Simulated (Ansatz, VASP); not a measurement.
Two plane-wave programs on Ga3Se

The input INCAR:

```
  ALGO = Normal
  EDIFF = 1E-6
  ENCUT = 520
  GGA = PE
  ISIF = 2
  ISMEAR = -1
  LASPH = True
  LCHARG = True
  LELF = True
  LREAL = False
  LVHAR = True
  LWAVE = False
  NBANDS = 30
  NELM = 80
  PREC = Accurate
  SIGMA = 0.05
```

Contents of KPOINTS:

```
k-points
0
Gamma
  5 5 5
```

Contents of POSCAR:

```
Ga3Se
1.0
    4.5211143000      0.0000000000      0.0000000000
    0.0000000000      4.5211143000      0.0000000000
    0.0000000000      0.0000000000      4.4324650000
Se Ga
1 3
Direct
    0.0000000000      0.0000000000      0.0000000000
    0.5000000000      0.5000000000      0.0000000000
    0.5000000000      0.0000000000      0.5000000000
    0.0000000000      0.5000000000      0.5000000000
```

Contents of input.yaml:

```yaml
crystal:
  lattice:
    - [4.5211143, 0.0, 0.0]
    - [0.0, 4.5211143, 0.0]
    - [0.0, 0.0, 4.432465]
  atoms:
    - { symbol: Se, position: [0.0, 0.0, 0.0] }
    - { symbol: Ga, position: [0.5, 0.5, 0.0] }
    - { symbol: Ga, position: [0.5, 0.0, 0.5] }
    - { symbol: Ga, position: [0.0, 0.5, 0.5] }
hamiltonian:
  xc: pbe
  pseudopotentials: { kind: paw }
kpoints:
  mp_grid: { grid: [5, 5, 5] }
  band_path:
    path:
      - [[0.0, 0.0, 0.0], [0.0, 0.5, 0.0], [0.5, 0.5, 0.0], [0.0, 0.0, 0.0], [0.0, 0.0, 0.5], [0.0, 0.5, 0.5], [0.5, 0.5, 0.5], [0.0, 0.0, 0.5]]
      - [[0.0, 0.5, 0.0], [0.0, 0.5, 0.5]]
      - [[0.5, 0.5, 0.0], [0.5, 0.5, 0.5]]
    npoints: 14
scf:
  occupations: { method: fermi_dirac, width: 0.05 }
  n_extra_bands: 10
output:
  forces: true
  stress: true
  eigenvalues: true
  fatbands: false
  write_density: true
  write_potential: true
  elf: true
  volumetric_format: npy
```

Alike in both runs: functional PBE; k mesh 5 × 5 × 5; occupations fermi-dirac, width 0.05 eV; no spin polarisation.

```csv
,VASP,Ansatz
version,VASP 6.6.1,Ansatz 0.2.0
potentials or method,"VASP PAW PBE potentials, release 64 (Se, Ga_d)",Ansatz PAW
plane-wave cutoff (eV),520,420
valence electrons in the cell,45,55
task,single point,band structure
```

Ansatz gave:

```
gap on the k mesh at the Fermi level (eV)                     : none
pressure (GPa)                                                : -1.5
traceless stress, the component that is largest in VASP (GPa) : -0.30
```

Task: Which values does VASP return?

Result: gap on the k mesh at the Fermi level (eV): none; pressure (GPa): -1.4; traceless stress, the component that is largest in VASP (GPa): -0.30.

A gap of «none» marks a metal or a gap that the smearing closes. With one functional, cell and mesh, what is left measures potentials, basis and numerics. VASP's potentials hold 45 valence electrons a cell and Ansatz's 55, so a difference there can come from the potentials and not from the codes.
